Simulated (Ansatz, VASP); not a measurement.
# Sn3PbO4 in VASP and in Ansatz

```xyz
8
Lattice="5.5187 0.0000 0.0000 0.0000 5.5187 0.0000 0.0000 0.0000 4.9730" Properties=species:S:1:pos:R:3 pbc="T T T"
Sn    0.0000    2.7594    1.1781
Sn    2.7594    0.0000    1.1781
Sn    2.7594    2.7594    3.7949
Pb    0.0000    0.0000    3.7949
O     4.1390    1.3797    0.0000
O     1.3797    4.1390    0.0000
O     4.1390    4.1390    0.0000
O     1.3797    1.3797    0.0000
```

Alike in both runs: task single point; functional PBE; k mesh 4 × 4 × 4; occupations gaussian, width 0.1 eV; no spin polarisation.

|  | VASP | Ansatz |
| --- | --- | --- |
| version | VASP 6.6.1 | Ansatz 0.2.0 |
| potentials or method | VASP PAW PBE potentials, release 64 (Sn_d, Pb_d, O), cutoff 520 eV | scalar-relativistic, plane waves, PAW |
| valence electrons in the cell | 80 | 80 |

```tsv
	VASP	Ansatz	Ansatz less VASP
gap on the k mesh at the Fermi level (eV)	0.53	0.52	-0.008
least direct gap on the mesh (eV)	0.53	0.52	-0.008
pressure (GPa)	0.7	0.6	-0.14
traceless stress, the component that is largest in VASP (GPa)	-0.13	-0.14	-0.017
rms of the force components (eV/Å)	0.518	0.522	+0.0035
```

Atom by atom the forces differ by 0.026 eV/Å (rms over components). With one functional, cell and mesh, what is left measures potentials, basis and numerics.

Neither program's run includes spin-orbit coupling.
